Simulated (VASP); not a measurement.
# Au (Fm-3m) in VASP: settings compared

The runs below take Au through single point, with BLYP, r2SCAN, PBEsol, PBEsol+D3(BJ).

All numbers are computed with VASP 6.6.1; they aren't measurements. Logs are shortened: lines on timing, memory, paths and dates and some standing lists are left out, and cuts for length are marked.

## 1. The cell of the first run

The structure is cubic, space group Fm-3m (No. 225). Conventional cell: a = 4.070 Å, b = 4.070 Å, c = 4.070 Å, α = 90.00°, β = 90.00°, γ = 90.00°. Within 3.8 Å of Au (site symmetry m-3m) lie 12 Au at 2.88 Å.

## 2. Single point, BLYP

Contents of INCAR:

```
PREC = Accurate
ENCUT = 520
EDIFF = 1E-6
ISMEAR = -1
SIGMA = 0.05
LREAL = F
LASPH = T
NELM = 80
ALGO = Fast
ISIF = 2
LWAVE = F
LCHARG = T
GGA = B5
ALDAX = 1.0
AGGAX = 1.0
AGGAC = 1.0
ALDAC = 0.0
LELF = T
LVHAR = T
NBANDS = 12
```

Contents of KPOINTS:

```
regular mesh
0
Gamma
  6 6 6
```

Contents of POSCAR:

```
Au
1.0
    0.0000000000      2.0350000000      2.0350000000
    2.0350000000      0.0000000000      2.0350000000
    2.0350000000      2.0350000000      0.0000000000
Au
1
Direct
    0.0000000000      0.0000000000      0.0000000000
```

Potentials or basis: VASP PAW PBE potentials, release 64 (Au).

On the command line:

```bash
$ cat potpaw_PBE.64/Au/POTCAR > POTCAR
$ mpirun -np 1 vasp_std > vasp.out
```

OUTCAR:

```text
PREC = Accurate
   ENCUT = 520
   EDIFF = 1E-6
   ISMEAR = -1
   LREAL = F
   LASPH = T
   NELM = 80
   ISIF = 2
   GGA = B5

 ion  position               nearest neighbor table
   1  0.000  0.000  0.000-

  LATTYP: Found a face centered cubic cell.
 ALAT       =     4.0700000000

  Lattice vectors:

 A1 = (   0.0000000000,   2.0350000000,   2.0350000000)
 A2 = (   2.0350000000,   0.0000000000,   2.0350000000)
 A3 = (   2.0350000000,   2.0350000000,   0.0000000000)

Analysis of symmetry for initial positions (statically):
=====================================================================
 Subroutine PRICEL returns:
 Original cell was already a primitive cell.

 Routine SETGRP: Setting up the symmetry group for a
 face centered cubic supercell.

 Subroutine GETGRP returns: Found 48 space group operations
[... 9 lines left out ...]

 Routine SETGRP: Setting up the symmetry group for a
 face centered cubic supercell.

 Subroutine GETGRP returns: Found 48 space group operations
[... 11 lines left out ...]
                                     Primitive cell

  volume of cell :      16.8548

  direct lattice vectors                    reciprocal lattice vectors
     0.000000000  2.035000000  2.035000000    -0.245700246  0.245700246  0.245700246
     2.035000000  0.000000000  2.035000000     0.245700246 -0.245700246  0.245700246
     2.035000000  2.035000000  0.000000000     0.245700246  0.245700246 -0.245700246

  length of vectors
     2.877924599  2.877924599  2.877924599     0.425565309  0.425565309  0.425565309

  position of ions in fractional coordinates (direct lattice)
     0.000000000  0.000000000  0.000000000

  ion indices of the primitive-cell ions
   primitive index   ion index
                 1           1

----------------------------------------------------------------------------------------

 KPOINTS: regular mesh

Automatic generation of k-mesh.
 Grid dimensions read from file:
 generate k-points for:    6    6    6

 Generating k-lattice:

  Cartesian coordinates                     Fractional coordinates (reciprocal lattice)
    -0.040950041  0.040950041  0.040950041     0.166666667  0.000000000  0.000000000
     0.040950041 -0.040950041  0.040950041     0.000000000  0.166666667  0.000000000
     0.040950041  0.040950041 -0.040950041     0.000000000  0.000000000  0.166666667

  Length of vectors
     0.070927551  0.070927551  0.070927551

  Shift w.r.t. Gamma in fractional coordinates (k-lattice)
     0.000000000  0.000000000  0.000000000

 Subroutine IBZKPT returns following result:
 ===========================================

 Found     16 irreducible k-points:

 Following reciprocal coordinates:
            Coordinates               Weight
  0.000000  0.000000  0.000000      1.000000
  0.166667  0.000000  0.000000      8.000000
  0.333333  0.000000  0.000000      8.000000
  0.500000  0.000000  0.000000      4.000000
  0.166667  0.166667  0.000000      6.000000
  0.333333  0.166667  0.000000     24.000000
[... 8 lines left out ...]
 -0.333333  0.333333  0.166667     24.000000
 -0.333333  0.500000  0.166667     12.000000
   k-points           NKPTS =     16   k-points in BZ     NKDIM =     16   number of bands    NBANDS=     12
   number of dos      NEDOS =    301   number of ions     NIONS =      1
   total plane-waves  NPLWV =  13824
   dimension x,y,z NGX =    24 NGY =   24 NGZ =   24
   dimension x,y,z NGXF=    48 NGYF=   48 NGZF=   48
   ions per type =               1
   NGX,Y,Z   is equivalent  to a cutoff of  13.86, 13.86, 13.86 a.u.
   NGXF,Y,Z  is equivalent  to a cutoff of  27.73, 27.73, 27.73 a.u.
 SYSTEM =  unknown system
   PREC   = accura    normal or accurate (medium, high low for compatibility)
   ISTART =      0    job   : 0-new  1-cont  2-samecut
   ICHARG =      2    charge: 1-file 2-atom 10-const
   ISPIN  =      1    spin polarized calculation?
   LNONCOLLINEAR =      F non collinear calculations
   LSORBIT =      F    spin-orbit coupling
   LASPH  =      T    aspherical Exc in radial PAW
   ENCUT  =  520.0 eV  38.22 Ry    6.18 a.u.   5.35  5.35  5.35*2*pi/ulx,y,z
   NELM   =     80;   NELMIN=  2; NELMDL= -5     # of ELM steps
   EDIFF  = 0.1E-05   stopping-criterion for ELM
   LREAL  =      F    real-space projection
   EDIFFG = 0.1E-04   stopping-criterion for IOM
   NSW    =      0    number of steps for IOM
   IBRION =     -1    ionic relax: 0-MD 1-quasi-New 2-CG
   NFREE  =      0    steps in history (QN), initial steepest desc. (CG)
   ISIF   =      2    stress and relaxation
   ISYM   =      2    0-nonsym 1-usesym 2-fastsym
   POTIM  = 0.5000    time-step for ionic-motion
   TEBEG  =    0.0;   TEEND  =   0.0 temperature during run
   PSTRESS=    0.0 pullay stress
   NELECT =      11.0000    total number of electrons
   NUPDOWN=      -1.0000    fix difference up-down
   EMIN   =  10.00;   EMAX   =-10.00  energy-range for DOS
   EFERMI =   0.00;   METHOD = LEGACY
   ISMEAR =    -1;   SIGMA  =   0.05  broadening in eV -4-tet -1-fermi 0-gaus
   EFERMI_NEDOS =   21; number of points for ismear=-14 and -15
   IALGO  =     68    algorithm
   IMIX   =      4    mixing-type and parameters
     AMIX     =   0.40;   BMIX     =  1.00
     AMIX_MAG =   1.60;   BMIX_MAG =  1.00
  volume/ion in A,a.u.               =      16.85       113.74
  Fermi-wavevector in a.u.,A,eV,Ry     =   1.420032  2.683470 27.436005  2.016489
  Thomas-Fermi vector in A             =   2.540990
   LORBIT       =      0    0 simple, 1 ext, 2 COOP (PROOUT), +10 PAW based schemes
   GGA     = B5    functional components
   LHFCALC =     F    Hartree Fock is set to
   AEXX    =    0.0000 exact exchange contribution
   IVDW    =     0    specifies the selected vdW correction
   LEPSILON=     F    determine dielectric tensor
   LRPA    =     F    only Hartree local field effects (RPA)
 non-spin polarized calculation
 RMM-DIIS sequential band-by-band and
  energy-cutoff  :      520.00
  volume of cell :       16.85
 maximum number of plane-waves:       464
 NGX is ok and might be reduce to    24
   NGX = 11   NGY = 11   NGZ = 11

 number of electron      10.9999999 magnetization

 Free energy of the ion-electron system (eV)
  ---------------------------------------------------
  ext. energy  EPLUGINS =         0.00000000
  ---------------------------------------------------
  free energy    TOTEN  =        -2.21856200 eV

  energy without entropy =       -2.21081078  energy(sigma->0) =       -2.21468639

 E-fermi :  10.2056     XC(G=0): -12.1286

 val. band max:       10.1786452251   @ k =   0.5000   0.3333   0.1667
 cond. band min:      10.9923097913   @ k =   0.5000   0.1667   0.0000
 fundamental gap:      0.8136645662
 Fermi energy:        10.2055896045

 k-point     1 :       0.0000    0.0000    0.0000
  band No.  band energies     occupation
      1       0.3657      2.00000
      2       5.4478      2.00000
      3       5.4478      2.00000
      4       5.4478      2.00000
      5       6.9938      2.00000
      6       6.9938      2.00000
      7      25.0292      0.00000
      8      28.9156      0.00000
      9      28.9156      0.00000
     10      28.9156      0.00000
     11      34.3423      0.00000
     12      38.7399      0.00000

 k-point     2 :       0.1667    0.0000    0.0000
  band No.  band energies     occupation
      1       1.2887      2.00000
      2       5.2377      2.00000
      3       5.6981      2.00000
      4       5.6981      2.00000
      5       6.9421      2.00000
      6       6.9421      2.00000
      7      24.7150      0.00000
      8      26.1506      0.00000
      9      29.9579      0.00000
     10      29.9579      0.00000
     11      32.9045      0.00000
     12      35.0630      0.00000

 k-point     3 :       0.3333    0.0000    0.0000
  band No.  band energies     occupation
      1       2.7173      2.00000
      2       5.6043      2.00000
      3       5.6043      2.00000
      4       6.3002      2.00000
      5       7.6254      2.00000
      6       7.6254      2.00000
      7      18.2937      0.00000
      8      25.4113      0.00000
      9      29.2082      0.00000
     10      29.2082      0.00000
     11      33.8132      0.00000
     12      34.0487      0.00000

 k-point     4 :       0.5000    0.0000    0.0000
  band No.  band energies     occupation
      1       2.8320      2.00000
      2       5.4123      2.00000
      3       5.4123      2.00000
      4       8.2323      2.00000
      5       8.2323      2.00000
      6       9.4496      2.00000
      7      13.3535      0.00000
      8      24.5178      0.00000
      9      27.4537      0.00000
     10      27.4537      0.00000
     11      35.6205      0.00000
     12      35.6205      0.00000

 k-point     5 :       0.1667    0.1667    0.0000
  band No.  band energies     occupation
      1       1.6115      2.00000
      2       4.8542      2.00000
      3       6.0318      2.00000
      4       6.0318      2.00000
      5       6.3910      2.00000
      6       7.2713      2.00000
      7      26.5170      0.00000
      8      27.1150      0.00000
      9      27.5039      0.00000
     10      27.5039      0.00000
     11      32.2993      0.00000
     12      35.2050      0.00000
[... 108 lines left out ...]
      1       3.0868      2.00000
      2       3.3785      2.00000
      3       8.1845      2.00000
      4       8.5658      2.00000
      5       8.5658      2.00000
      6      11.3966      0.00000
      7      16.0680      0.00000
      8      20.3500      0.00000
      9      20.3500      0.00000
     10      27.9732      0.00000
     11      30.5828      0.00000
     12      37.7183      0.00000

 k-point    14 :       0.5000    0.3333    0.1667
  band No.  band energies     occupation
      1       4.2186      2.00000
      2       4.4039      2.00000
      3       5.1605      2.00000
      4       7.1730      2.00000
      5       7.5107      2.00000
      6      10.1786      1.26311
      7      18.9008      0.00000
      8      20.7247      0.00000
      9      24.0103      0.00000
     10      30.6418      0.00000
     11      31.1077      0.00000
     12      36.1039      0.00000

 k-point    15 :      -0.3333    0.3333    0.1667
  band No.  band energies     occupation
      1       4.4018      2.00000
      2       4.4972      2.00000
      3       5.4307      2.00000
      4       6.7444      2.00000
      5       8.1399      2.00000
      6      13.5906      0.00000
      7      14.5450      0.00000
      8      20.1986      0.00000
      9      22.2102      0.00000
     10      29.7778      0.00000
     11      33.7714      0.00000
     12      38.3744      0.00000

 k-point    16 :      -0.3333    0.5000    0.1667
  band No.  band energies     occupation
      1       3.8380      2.00000
      2       4.1129      2.00000
      3       6.2261      2.00000
      4       7.2793      2.00000
      5       8.5673      2.00000
      6      14.5804      0.00000
      7      15.1899      0.00000
      8      18.5862      0.00000
      9      20.0553      0.00000
     10      31.6258      0.00000
     11      32.1862      0.00000
     12      35.2756      0.00000

------------------------ aborting loop because EDIFF is reached ----------------------------------------

  FORCE on cell =-STRESS in cart. coord.  units (eV):
  Direction    XX          YY          ZZ          XY          YZ          ZX
  --------------------------------------------------------------------------------------
  -------------------------------------------------------------------------------------
  Total        2.6029457      2.6029457      2.6029457     -0.0000000      0.0000000      0.0000000
  in kB      247.4300527    247.4300527    247.4300527     -0.0000000      0.0000000      0.0000000
  external PRESSURE =     247.4300527 kB  Pullay stress =       0.0000000 kB

 VOLUME and BASIS-vectors are now :
 -----------------------------------------------------------------------------
  energy-cutoff  :      520.00
  volume of cell :       16.85
      direct lattice vectors                 reciprocal lattice vectors
     0.000000000  2.035000000  2.035000000    -0.245700246  0.245700246  0.245700246
     2.035000000  0.000000000  2.035000000     0.245700246 -0.245700246  0.245700246
     2.035000000  2.035000000  0.000000000     0.245700246  0.245700246 -0.245700246

 POSITION                                       TOTAL-FORCE (eV/Angst)
 -----------------------------------------------------------------------------------
      0.00000      0.00000      0.00000         0.000000      0.000000      0.000000
 -----------------------------------------------------------------------------------
    total drift:                               -0.000000      0.000000      0.000000

  FREE ENERGIE OF THE ION-ELECTRON SYSTEM (eV)
  ---------------------------------------------------
  free  energy   TOTEN  =        -2.2185619956 eV

  energy  without entropy=       -2.2108107818  energy(sigma->0) =       -2.21468639
```

Wall time 9.2 s (1 thread of Intel Xeon Platinum 8488C (Sapphire Rapids), shared host); peak memory 0.14 GiB.

What came out:

- Free energy: -2.2186 eV
- Pressure: 24.7 GPa

Caveat: the k points lie up to 0.45 Å⁻¹ apart; the PAW data sets were made with another functional, which shifts forces and pressure a little; spin-orbit coupling is left out, which moves the levels of the heavy elements.

## 3. Single point, r2SCAN

POSCAR is that of step 2.

Contents of INCAR.step1:

```
SYSTEM = Au
PREC = Accurate
ENCUT = 520
ISMEAR = -1
SIGMA = 0.05
LREAL = .False.
LASPH = .True.
NELM = 100
NBANDS = 12
GGA = PE
ALGO = Normal
EDIFF = 1E-4
LWAVE = .True.
LCHARG = .False.
```

Contents of INCAR.step2:

```
SYSTEM = Au
PREC = Accurate
ENCUT = 520
EDIFF = 1E-6
ISMEAR = -1
SIGMA = 0.05
LREAL = .False.
LASPH = .True.
NELM = 100
ALGO = Normal
ISIF = 2
LWAVE = .False.
LCHARG = .False.
METAGGA = R2SCAN
LMIXTAU = .True.
NBANDS = 12
ISTART = 1
```

Contents of KPOINTS:

```
regular mesh
0
Gamma
  6 6 6
  0 0 0
```

Potentials or basis: VASP PAW PBE potentials, release 64 (Au).

On the command line:

```bash
$ cat potpaw_PBE.64/Au/POTCAR > POTCAR
$ cp INCAR.step1 INCAR
$ mpirun -np 1 vasp_std > vasp.out
$ cp INCAR.step2 INCAR
$ mpirun -np 1 vasp_std > vasp.out
```

Wall time 12 s (1 thread of Intel Xeon Platinum 8488C (Sapphire Rapids), shared host); peak memory 0.14 GiB.

It converged, with:

```
Free energy : -50.5067 eV
Pressure    : 8.6 GPa
```

Levels at points of the mesh, in eV from the Fermi level:
```csv
k point,band 3,band 4,band 5,band 6,band 7,band 8,band 9,band 10
"(0.00, 0.00, 0.00)",-4.93,-4.93,-3.36,-3.36,15.40,19.55,19.55,19.55
"(0.50, 0.00, 0.00)",-4.97,-2.09,-2.09,-0.77,3.32,14.88,18.10,18.10
"(0.50, 0.50, 0.00)",-2.15,-1.74,-1.74,1.24,6.19,10.64,10.64,18.28
```

Caveat: the k points lie up to 0.45 Å⁻¹ apart; the PAW data sets were made with another functional, which shifts forces and pressure a little; spin-orbit coupling is left out, which moves the levels of the heavy elements.

## 4. Single point, PBEsol

This run uses another cell than the first one, of 17.01 Å³/atom, 1.009 times its volume.

Contents of INCAR:

```
PREC = Accurate
ENCUT = 520
EDIFF = 1E-6
ISMEAR = -1
SIGMA = 0.05
LREAL = False
LASPH = True
NELM = 80
ALGO = Normal
ISIF = 2
LWAVE = False
LCHARG = False
GGA = PS
NBANDS = 12
```

Contents of KPOINTS:

```
regular mesh
0
Gamma
  11 11 11
```

Contents of POSCAR:

```
Au
1.0
    0.0000000000      2.0413474049      2.0413474049
    2.0413474049      0.0000000000      2.0413474049
    2.0413474049      2.0413474049      0.0000000000
Au
1
Direct
    0.0000000000      0.0000000000      0.0000000000
```

Potentials or basis: VASP PAW PBE potentials, release 64 (Au).

On the command line:

```bash
$ cat potpaw_PBE.64/Au/POTCAR > POTCAR
$ mpirun -np 1 vasp_std > vasp.out
```

OUTCAR:

```text
PREC = Accurate
   ENCUT = 520
   EDIFF = 1E-6
   ISMEAR = -1
   LREAL = False
   LASPH = True
   NELM = 80
   ISIF = 2
   GGA = PS

 ion  position               nearest neighbor table
   1  0.000  0.000  0.000-

  LATTYP: Found a face centered cubic cell.
 ALAT       =     4.0826948098

  Lattice vectors:

 A1 = (   0.0000000000,   2.0413474049,   2.0413474049)
 A2 = (   2.0413474049,   0.0000000000,   2.0413474049)
[... 537 lines left out ...]
     10      28.4797      0.00000
     11      31.1169      0.00000
     12      33.8150      0.00000

 [... further k-points ...]

------------------------ aborting loop because EDIFF is reached ----------------------------------------

  FORCE on cell =-STRESS in cart. coord.  units (eV):
  Direction    XX          YY          ZZ          XY          YZ          ZX
  --------------------------------------------------------------------------------------
  -------------------------------------------------------------------------------------
  Total       -0.0318401     -0.0318401     -0.0318401     -0.0000000     -0.0000000      0.0000000
  in kB       -2.9985022     -2.9985022     -2.9985022     -0.0000000     -0.0000000      0.0000000
  external PRESSURE =      -2.9985022 kB  Pullay stress =       0.0000000 kB

 VOLUME and BASIS-vectors are now :
 -----------------------------------------------------------------------------
  energy-cutoff  :      520.00
  volume of cell :       17.01
      direct lattice vectors                 reciprocal lattice vectors
     0.000000000  2.041347405  2.041347405    -0.244936261  0.244936261  0.244936261
     2.041347405  0.000000000  2.041347405     0.244936261 -0.244936261  0.244936261
     2.041347405  2.041347405  0.000000000     0.244936261  0.244936261 -0.244936261

 POSITION                                       TOTAL-FORCE (eV/Angst)
 -----------------------------------------------------------------------------------
      0.00000      0.00000      0.00000         0.000000      0.000000      0.000000
 -----------------------------------------------------------------------------------
    total drift:                               -0.000000      0.000000      0.000000

  FREE ENERGIE OF THE ION-ELECTRON SYSTEM (eV)
  ---------------------------------------------------
  free  energy   TOTEN  =        -3.9330347142 eV

  energy  without entropy=       -3.9316888095  energy(sigma->0) =       -3.93236176
```

stdout:

```text
POSCAR found type information on POSCAR Au
 POSCAR found :  1 types and       1 ions
 scaLAPACK will be used
 -----------------------------------------------------------------------------
|                                                                             |
|                                                                             |
|     You enforced a specific xc type in the INCAR file but a different       |
|     I HOPE YOU KNOW WHAT YOU ARE DOING!                                     |
|                                                                             |
 -----------------------------------------------------------------------------

 LDA part: xc-table for (Slater+PW92), standard interpolation
 POSCAR, INCAR and KPOINTS ok, starting setup
 FFT: planning ... GRIDC
 FFT: planning ... GRID_SOFT
 FFT: planning ... GRID
 WAVECAR not read
 entering main loop
```

Wall time 5.9 s (1 thread of Intel Xeon Platinum 8488C (Sapphire Rapids), shared host); peak memory 0.14 GiB.

What came out:

```yaml
Free_energy: -3.9330 eV
Pressure: -0.3 GPa
```

Caveat: the PAW data sets were made with another functional, which shifts forces and pressure a little; spin-orbit coupling is left out, which moves the levels of the heavy elements.

(Part 1 of 2 ends here.)
